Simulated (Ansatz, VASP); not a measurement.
# Zn4SO3 in VASP and in Ansatz

```xyz
8
Lattice="3.4237 0.0000 0.0000 -1.7118 2.9650 0.0000 0.0000 0.0000 11.1012" Properties=species:S:1:pos:R:3 pbc="T T T"
Zn    0.0000    1.9767    0.3558
Zn    0.0000    1.9767    5.4593
Zn    1.7118    0.9883    2.9091
Zn    1.7118    0.9883    8.0294
S     1.7118    0.9883   10.3864
O     0.0000    1.9767    2.3449
O     0.0000    1.9767    7.4605
O     1.7118    0.9883    4.9060
```

Alike in both runs: functional PBE; k mesh 12 × 12 × 4; occupations gaussian, width 0.1 eV; no spin polarisation.

Ansatz relaxed the structure, and its values are those at the end. VASP's run is a single point on that final structure, the one shown.

```csv
,VASP,Ansatz
version,VASP 6.6.1,Ansatz 0.2.0
potentials or method,"VASP PAW PBE potentials, release 64 (Zn, S, O), cutoff 520 eV","scalar-relativistic, plane waves, PAW"
valence electrons in the cell,72,72
```

```csv
,VASP,Ansatz,Ansatz less VASP
gap on the k mesh at the Fermi level (eV),none,none,-
pressure (GPa),0.6,0.0,-0.57
rms of the force components (eV/Å),0.014,0.001,-0.0129
```

A gap of «none» marks a metal or a gap that the smearing closes.
